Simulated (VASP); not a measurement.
Wanted: the native input for a VASP 6.6.1 run.

```yaml
Task: electric field gradients
Functional: PBE
Potentials_or_basis: VASP PAW PBE potentials, release 64 (Pd)
Cutoff: 520 eV
k_mesh: 18 × 18 × 18
Occupations: fermi-dirac, width 0.05 eV
Spin: no spin polarisation
Dipole_correction: no
Further_INCAR_settings: ALGO = Normal; EDIFF = 1e-08; NBANDS = 11
```

The structure of Pd lies in POSCAR:

```
Pd
1.0
    0.0000000000      1.9051970228      1.9051970228
    1.9051970228      0.0000000000      1.9051970228
    1.9051970228      1.9051970228      0.0000000000
Pd
1
Direct
    0.0000000000      0.0000000000      0.0000000000
```

This cell differs from its parent crystal: volume scaled by 0.94.

The input as run:

INCAR

```
SYSTEM = Pd
  PREC = Accurate
  ENCUT = 520
  EDIFF = 1E-8
  ISMEAR = -1
  SIGMA = 0.05
  LREAL = .False.
  LASPH = .True.
  NELM = 60
  ALGO = Normal
  ISIF = 2
  LWAVE = .False.
  LCHARG = .False.
  GGA = PE
  LEFG = .True.
  NBANDS = 11
```

KPOINTS

```
Automatic mesh
0
Gamma
  18 18 18
  0 0 0
```

Potentials or basis: VASP PAW PBE potentials, release 64 (Pd).

Launch:

```sh
$ cat potpaw_PBE.64/Pd/POTCAR > POTCAR
$ mpirun -np 1 vasp_std > vasp.out
```

It gave:

The pressure is 22.3 GPa and the band gap on the k mesh is zero (band 5 reaches 11.25 eV, above the bottom of band 6 at 9.48 eV).

Caveat: without QUAD_EFG the Cq values of the log hold for a quadrupole moment of 1 mb, not for the nuclei.

It took 38 s on 1 thread of Intel Xeon 8259CL, on a shared host, peak memory 0.15 GiB.
